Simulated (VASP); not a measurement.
Runs of VASP 6.6.1 on Al. The structure is that of space group I4/mmm (No. 139), or close to it. The cells are those of the table. 

```csv
cell,gap on the mesh (eV),pressure (GPa)
"a = 2.725 Å, angles 105.7, 105.7, 117.3°, 1 atom",none,4.8
"a = 2.750 Å, angles 105.7, 105.7, 117.3°, 1 atom",none,2.3
"a = 2.741 Å, angles 111.6, 111.6, 105.4°, 1 atom",none,2.1
"a = 2.769 Å, angles 116.0, 116.0, 97.0°, 1 atom",none,1.0
"a = 2.897 Å, angles 123.4, 123.4, 84.2°, 1 atom",none,(a)
"a = 2.689 Å, angles 107.5, 107.5, 113.5°, 1 atom",none,7.5
"a = 2.820 Å, angles 118.4, 118.4, 92.7°, 1 atom",none,(b)
"a = 2.871 Å, angles 123.4, 123.4, 84.2°, 1 atom",none,1.0
```

Alike in all rows: task single point; level LDA; potentials or basis VASP PAW LDA potentials, release 64 (Al); no spin polarisation; k mesh 22 × 22 × 22; cutoff (eV) 520; smearing gaussian 0.15 eV.

Estimate the missing entries.

(a) -1.2; (b) -1.8.

Caveats: the cell stands under pressure (at least some runs); the stress differs along the axes, from -1 to 5 GPa (at least some runs); the stress differs along the axes, from -5 to 1 GPa (at least some runs); the stress differs along the axes, from -3 to 3 GPa (at least some runs).

A gap of «none» marks levels without a gap at the run's occupations.
